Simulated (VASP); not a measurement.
A run of VASP 6.6.1:

The input POSCAR:

```
BP
1.0
    0.0000000000      2.2683156840      2.2683156840
    2.2683156840      0.0000000000      2.2683156840
    2.2683156840      2.2683156840      0.0000000000
B P
1 1
Direct
    0.0000000000      0.0000000000      0.0000000000
    0.2500000000      0.2500000000      0.2500000000
```

INCAR.step1

```
PREC = Accurate
ENCUT = 520
EDIFF = 1E-5
ISMEAR = 0
SIGMA = 0.01
LREAL = False
LASPH = True
NELM = 80
ALGO = Normal
ISIF = 2
LWAVE = True
LCHARG = False
NBANDS = 11
GGA = PE
```

The input INCAR.step2:

```
PREC = Accurate
ENCUT = 520
EDIFF = 1E-6
ISMEAR = 0
SIGMA = 0.01
LREAL = False
LASPH = True
NELM = 80
ALGO = Normal
ISIF = 2
LWAVE = False
LCHARG = False
GGA = PE
LHFCALC = True
HFSCREEN = 0.2079
PRECFOCK = Normal
NBANDS = 11
ISTART = 1
```

KPOINTS

```
Automatic mesh
0
Gamma
  6 6 6
```

Potentials or basis: VASP PAW PBE potentials, release 64 (B, P).

The run is started by

```bash
$ cat potpaw_PBE.64/B/POTCAR potpaw_PBE.64/P/POTCAR > POTCAR
$ cp INCAR.step1 INCAR
$ mpirun -np 1 vasp_std > vasp.out
$ cp INCAR.step2 INCAR
$ mpirun -np 1 vasp_std > vasp.out
```

Hardware: 1 thread of Intel(R) Xeon(R) 6975P-C (Granite Rapids), with other jobs on the host.

**Question.** How long does it take, and how much memory?

**Answer.** Run time: 2.4 min on 1 thread of Intel(R) Xeon(R) 6975P-C (Granite Rapids), on a shared host, peak memory 0.24 GiB. Counts: k points 16.
